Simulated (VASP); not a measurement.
Write the native input for VASP 6.6.1 that does the following.

- Task: single point
- Functional: PBE
- Potentials or basis: VASP PAW PBE potentials, release 64 (Sr_sv, Ta_pv, O)
- Cutoff: 520 eV
- k mesh: 3 × 3 × 4
- Occupations: gaussian, width 0.1 eV
- Spin: no spin polarisation
- Dipole correction: no
- Further INCAR settings: ALGO = Normal; EDIFF = 1e-06; NBANDS = 38

The structure of Sr3Ta2O lies in POSCAR:

```
Sr3Ta2O
1.0
    7.2327624199     -0.0000000036      0.0000000000
   -3.6163812069      6.2637559970      0.0000000000
    0.0000000000      0.0000000000      6.2485019651
Sr Ta O
3 2 1
Direct
    0.5000000000      0.0000000000      0.0000000000
    0.0000000000      0.5000000000      0.0000000000
    0.5000000000      0.5000000000      0.0000000000
    0.0000000000      0.0000000000      0.8046175417
    0.0000000000      0.0000000000      0.1953824583
    0.0000000000      0.0000000000      0.5000000000
```

One way to write it, as run:

INCAR

```
SYSTEM = Sr3Ta2O
PREC = Accurate
ENCUT = 520
EDIFF = 1E-6
ISMEAR = 0
SIGMA = 0.1
LREAL = .FALSE.
LASPH = .TRUE.
NELM = 80
ALGO = Normal
ISIF = 2
LWAVE = .FALSE.
LCHARG = .TRUE.
GGA = PE
LELF = .TRUE.
LVHAR = .TRUE.
NBANDS = 38
```

KPOINTS

```
regular mesh
0
G
  3 3 4
  0 0 0
```

Potentials or basis: VASP PAW PBE potentials, release 64 (Sr_sv, Ta_pv, O).

Launch:

```console
$ cat potpaw_PBE.64/Sr_sv/POTCAR potpaw_PBE.64/Ta_pv/POTCAR potpaw_PBE.64/O/POTCAR > POTCAR
$ mpirun -np 1 vasp_std > vasp.out
```

Results of the run:

```json
{
 "Pressure": "-0.1 GPa",
 "Largest force": "0.061 eV/Å",
 "Band gap on the k mesh": "zero (band 29 reaches 0.99 eV, above the bottom of band 30 at 0.82 eV)"
}
```

Caveat: spin-orbit coupling is left out, which moves the levels of the heavy elements.

Wall time 76 s on 1 thread of Intel(R) Xeon(R) 6975P-C (Granite Rapids), with other jobs on the host, peak memory 0.42 GiB.
